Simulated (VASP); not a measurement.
# ZnS (dx) (F-43m) in VASP: vibrations by perturbation theory with LDA

Aim: the vibrations by perturbation theory of ZnS (dx) with LDA.

Program: VASP 6.6.1. These are calculated values, not measurements. Logs are shortened: lines on timing, memory, paths and dates and some standing lists are left out, and cuts for length are marked.

## Step 1: The cell of the first run

The structure is cubic, space group F-43m (No. 216). Conventional cell: a = 5.387 Å, b = 5.387 Å, c = 5.387 Å, α = 90.00°, β = 90.00°, γ = 90.00°. Within 3.1 Å of Zn (site symmetry -43m) lie 4 S at 2.33 Å. S (site symmetry -43m) has 4 Zn at 2.33 Å within 3.1 Å.

## Step 2: Vibrations by perturbation theory, LDA

INCAR

```
SYSTEM = ZnS
  PREC = Accurate
  ENCUT = 500
  EDIFF = 1E-8
  ISMEAR = 0
  SIGMA = 0.01
  LREAL = .FALSE.
  LASPH = .TRUE.
  NELM = 120
  ALGO = Normal
  ISIF = 2
  LWAVE = .FALSE.
  LCHARG = .FALSE.
  GGA = CA
  NBANDS = 16
  IBRION = 8
  NSW = 1
  LEPSILON = .TRUE.
  GGA_COMPAT = .FALSE.
```

KPOINTS

```
Automatic mesh
0
G
  8 8 8
  0 0 0
```

POSCAR

```
ZnS
1.0
    0.0000000000      2.6936828800      2.6936828800
    2.6936828800      0.0000000000      2.6936828800
    2.6936828800      2.6936828800      0.0000000000
Zn S
1 1
Direct
    0.0000000000      0.0000000000      0.0000000000
    0.7500000000      0.7500000000      0.7500000000
```

Potentials or basis: VASP PAW LDA potentials, release 64 (Zn, S).

Launch:

```bash
> cat potpaw_LDA.64/Zn/POTCAR potpaw_LDA.64/S/POTCAR > POTCAR
> mpirun -np 1 vasp_std > vasp.out
```

OUTCAR:

```text
SYSTEM = ZnS
   PREC = Accurate
   ENCUT = 500
   EDIFF = 1E-8
   ISMEAR = 0
   LREAL = .FALSE.
   LASPH = .TRUE.
   NELM = 120
   ISIF = 2
   GGA = CA
   IBRION = 8
   NSW = 1
   LEPSILON = .TRUE.

 ion  position               nearest neighbor table
   1  0.000  0.000  0.000-   2 2.33   2 2.33   2 2.33   2 2.33
   2  0.750  0.750  0.750-   1 2.33   1 2.33   1 2.33   1 2.33

  LATTYP: Found a face centered cubic cell.
 ALAT       =     5.3873657600

  Lattice vectors:

 A1 = (   0.0000000000,   2.6936828800,   2.6936828800)
 A2 = (   2.6936828800,   0.0000000000,   2.6936828800)
 A3 = (   2.6936828800,   2.6936828800,   0.0000000000)

Analysis of symmetry for initial positions (statically):
=====================================================================
 Subroutine PRICEL returns:
 Original cell was already a primitive cell.

 Routine SETGRP: Setting up the symmetry group for a
 face centered cubic supercell.

 Subroutine GETGRP returns: Found 24 space group operations
 (whereof 24 operations were pure point group operations)
 out of a pool of 48 trial point group operations.

The static configuration has the point symmetry T_d .

Analysis of symmetry for dynamics (positions and initial velocities):
=====================================================================
 Subroutine PRICEL returns:
 Original cell was already a primitive cell.

 Routine SETGRP: Setting up the symmetry group for a
 face centered cubic supercell.

 Subroutine GETGRP returns: Found 24 space group operations
 (whereof 24 operations were pure point group operations)
 out of a pool of 48 trial point group operations.

The dynamic configuration has the point symmetry T_d .

 Subroutine INISYM returns: Found 24 space group operations
 (whereof 24 operations are pure point group operations),
 and found     1 'primitive' translations

----------------------------------------------------------------------------------------

                                     Primitive cell

  volume of cell :      39.0903

  direct lattice vectors                    reciprocal lattice vectors
     0.000000000  2.693682880  2.693682880    -0.185619474  0.185619474  0.185619474
     2.693682880  0.000000000  2.693682880     0.185619474 -0.185619474  0.185619474
     2.693682880  2.693682880  0.000000000     0.185619474  0.185619474 -0.185619474

  length of vectors
     3.809442862  3.809442862  3.809442862     0.321502360  0.321502360  0.321502360

  position of ions in fractional coordinates (direct lattice)
     0.000000000  0.000000000  0.000000000
     0.750000000  0.750000000  0.750000000

  ion indices of the primitive-cell ions
   primitive index   ion index
                 1           1
                 2           2

----------------------------------------------------------------------------------------

 KPOINTS: Automatic mesh

Automatic generation of k-mesh.
 Grid dimensions read from file:
 generate k-points for:    8    8    8

 Generating k-lattice:

  Cartesian coordinates                     Fractional coordinates (reciprocal lattice)
[... 603 lines left out ...]

 Free energy of the ion-electron system (eV)
  ---------------------------------------------------
  ---------------------------------------------------
  free energy    TOTEN  =        -0.60210647 eV

  energy without entropy =       -0.60210647

------------------------ aborting loop because EDIFF is reached ----------------------------------------

--------------------------------------- Ionic step        2  -------------------------------------------

------------------------ aborting loop because EDIFF is reached ----------------------------------------

--------------------------------------- Ionic step        3  -------------------------------------------

------------------------ aborting loop because EDIFF is reached ----------------------------------------

 PIEZOELECTRIC TENSOR FIELD DIRECTION 3  (e Angst)
 -----------------------------------------------------------------------------
    -0.00063  1.65647  0.00000           ( -0.00000 -0.01922  0.00000)
     1.65647 -0.00063  0.00000           ( -0.01922 -0.00000  0.00000)
     0.00000  0.00000 -0.00017           (  0.00000  0.00000 -0.00000)

 PIEZOELECTRIC TENSOR FIELD DIRECTION 3  (C/m^2)
 -----------------------------------------------------------------------------
    -0.00026  0.67893  0.00000
     0.67893 -0.00026  0.00000
     0.00000  0.00000 -0.00007

--------------------------------------- Ionic step        4  -------------------------------------------

------------------------ aborting loop because EDIFF is reached ----------------------------------------

[... ionic steps 5 to 6 ...]

--------------------------------------- Ionic step        7  -------------------------------------------

 Free energy of the ion-electron system (eV)
  ---------------------------------------------------
  ---------------------------------------------------
  free energy    TOTEN  =        -0.10387615 eV

  energy without entropy =       -0.10387615

------------------------ aborting loop because EDIFF is reached ----------------------------------------

 INTERNAL STRAIN TENSOR  FOR ION    2  DIRECTION 1   (eV/Angst):
 -----------------------------------------------------------------------------
    -0.01925  0.00000  0.00000
     0.00000  0.01645  4.70241
     0.00000  4.70241  0.01645

 MACROSCOPIC STATIC DIELECTRIC TENSOR (including local field effects in DFT)
 ------------------------------------------------------
           6.291800    -0.000000     0.000000
          -0.000000     6.291800     0.000000
           0.000000    -0.000000     6.291800
 ------------------------------------------------------

 PIEZOELECTRIC TENSOR (including local field effects)  for field in x, y, z        (e  Angst)
          XX          YY          ZZ          XY          YZ          ZX
  --------------------------------------------------------------------------------
  x    -0.00000    -0.00000    -0.00000     0.00000     1.67143     0.00000
  y     0.00000     0.00000     0.00000     0.00000     0.00000     1.67143
  z     0.00000    -0.00000     0.00000     1.67143     0.00000     0.00000

 PIEZOELECTRIC TENSOR (including local field effects)  for field in x, y, z        (C/m^2)
          XX          YY          ZZ          XY          YZ          ZX
  --------------------------------------------------------------------------------
  x    -0.00000    -0.00000    -0.00000     0.00000     0.68506     0.00000
  y     0.00000     0.00000     0.00000     0.00000     0.00000     0.68506
  z     0.00000    -0.00000     0.00000     0.68506     0.00000     0.00000

 BORN EFFECTIVE CHARGES (including local field effects) (in |e|, cummulative output)
 ---------------------------------------------------------------------------------
 ion    1
    1     1.99221     0.00000     0.00000
    2     0.00000     1.99221     0.00000
    3    -0.00000     0.00000     1.99221
 ion    2
    1    -1.99221     0.00000     0.00000
    2     0.00000    -1.99221    -0.00000
    3     0.00000    -0.00000    -1.99221

 INTERNAL STRAIN TENSOR FOR ION    2 for displacements in x,y,z  (eV/Angst):
          X           Y           Z          XY          YZ          ZX
  --------------------------------------------------------------------------------
  x    -0.00000     0.00000     0.00000     0.00000     4.70241     0.00000
  y     0.00000     0.00000     0.00000     0.00000     0.00000     4.70241
  z     0.00000     0.00000    -0.00000     4.70241     0.00000     0.00000

 SECOND DERIVATIVES (NOT SYMMETRIZED)
 ------------------------------------
               1X          1Y          1Z          2X          2Y          2Z
  1X    -5.659916    0.000000    0.000000    5.659916    0.000000    0.000000
  1Y     0.000000   -5.659916    0.000000    0.000000    5.659916    0.000000
  1Z     0.000000    0.000000   -5.659916    0.000000    0.000000    5.659916
  2X     5.633825    0.000000    0.000000   -5.633825    0.000000    0.000000
  2Y     0.000000    5.633825    0.000000    0.000000   -5.633825    0.000000
  2Z     0.000000    0.000000    5.633825    0.000000    0.000000   -5.633825

 Eigenvectors and eigenvalues of the dynamical matrix
 ----------------------------------------------------

   1 f  =    8.005888 THz    50.302477 2PiTHz  267.047674 cm-1    33.109677 meV
             X         Y         Z           dx          dy          dz
      0.000000  0.000000  0.000000     0.000000    0.574501    0.000000
      4.040524  4.040524  4.040524     0.000000   -0.818504    0.000000
[... 21 lines left out ...]
   6 f/i=    0.008697 THz     0.054646 2PiTHz    0.290105 cm-1     0.035968 meV
             X         Y         Z           dx          dy          dz
      0.000000  0.000000  0.000000     0.000000    0.000000    0.818504
      4.040524  4.040524  4.040524     0.000000    0.000000    0.574501

--------------------------------------------------------------------------------------------------------

 MACROSCOPIC STATIC DIELECTRIC TENSOR IONIC CONTRIBUTION
 ------------------------------------------------------
           3.253546     0.000000    -0.000000
           0.000000     3.253546     0.000000
          -0.000000     0.000000     3.253546
 ------------------------------------------------------

 ELASTIC MODULI CONTR FROM IONIC RELAXATION (kBar)
 Direction    XX          YY          ZZ          XY          YZ          ZX
 --------------------------------------------------------------------------------
 XX          -0.0000      0.0000      0.0000      0.0000      0.0000      0.0000
 YY           0.0000     -0.0000      0.0000      0.0000      0.0000      0.0000
 ZZ           0.0000      0.0000     -0.0000      0.0000      0.0000      0.0000
 XY           0.0000      0.0000      0.0000   -160.3416      0.0000      0.0000
 YZ           0.0000      0.0000      0.0000      0.0000   -160.3416      0.0000
 ZX           0.0000      0.0000      0.0000      0.0000      0.0000   -160.3416
 --------------------------------------------------------------------------------

 PIEZOELECTRIC TENSOR IONIC CONTR  for field in x, y, z        (C/m^2)
          XX          YY          ZZ          XY          YZ          ZX
  --------------------------------------------------------------------------------
  x     0.00000     0.00000     0.00000     0.00000    -0.67963     0.00000
  y     0.00000     0.00000     0.00000    -0.00000     0.00000    -0.67963
  z    -0.00000     0.00000     0.00000    -0.67963     0.00000    -0.00000
```

It took 2.6 min on 1 thread of Intel Xeon 6975P-C (Granite Rapids), shared host; peak memory 0.25 GiB.

What came out:

* Electronic dielectric tensor (diagonal): 6.29
* Born charges (mean of the diagonal): Zn +1.99; S -1.99 e
* Highest phonon frequency at Γ, LO-TO splitting left out: 267 cm⁻¹

Phonon frequencies in cm⁻¹ (negative: imaginary):
```csv
q point,frequencies
"(0.000, 0.000, 0.000)",0 0 0 267 267 267
```

Electronic dielectric tensor:
```
6.29 0.00 0.00
0.00 6.29 0.00
0.00 0.00 6.29
```

Born effective charge tensors (e):
atom 1, Zn
```
1.99 0.00 0.00
0.00 1.99 0.00
0.00 0.00 1.99
```
atom 2, S
```
-1.99  0.00  0.00
 0.00 -1.99  0.00
 0.00  0.00 -1.99
```

Caveat: the cell wasn't relaxed at this level first, which shifts response properties.
